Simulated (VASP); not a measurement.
Runs of VASP 6.6.1 on Ti2Te2S. The structure is that of space group P-3m1 (No. 164), or close to it. The cells are those of the table. 

```tsv
cell	gap on the mesh (eV)	pressure (GPa)	largest force (eV/Å)
a = 3.618, b = 3.618, c = 10.205 Å, angles 90.0, 90.0, 120.0°, 5 atoms	none	(a)	0.01
a = 3.610, b = 3.610, c = 9.947 Å, angles 90.0, 90.0, 120.0°, 5 atoms	none	(b)	0.01
a = 3.572, b = 3.572, c = 9.527 Å, angles 90.0, 90.0, 120.0°, 5 atoms	none	2.8	0.01
a = 3.622, b = 3.622, c = 10.491 Å, angles 90.0, 90.0, 120.0°, 5 atoms	none	-0.2	0.01
a = 3.594, b = 3.594, c = 9.721 Å, angles 90.0, 90.0, 120.0°, 5 atoms	none	1.4	0.01
```

Alike in all rows: task single point; level PBE; potentials or basis VASP PAW PBE potentials, release 64 (Ti_sv, Te, S); no spin polarisation; k mesh 12 × 12 × 4; cutoff (eV) 500; smearing gaussian 0.1 eV.

**Question.** Estimate the missing entries.

**Answer.** (a) 0.0; (b) 0.5.

Caveats: spin-orbit coupling is left out, which moves the levels of the heavy elements; this functional lacks dispersion, which binds the layers, so the pressure and a relaxed spacing across them are unreliable.

A k mesh can miss the band edges, and the runs leave out spin-orbit coupling on Te.

A gap of «none» marks levels without a gap at the run's occupations.
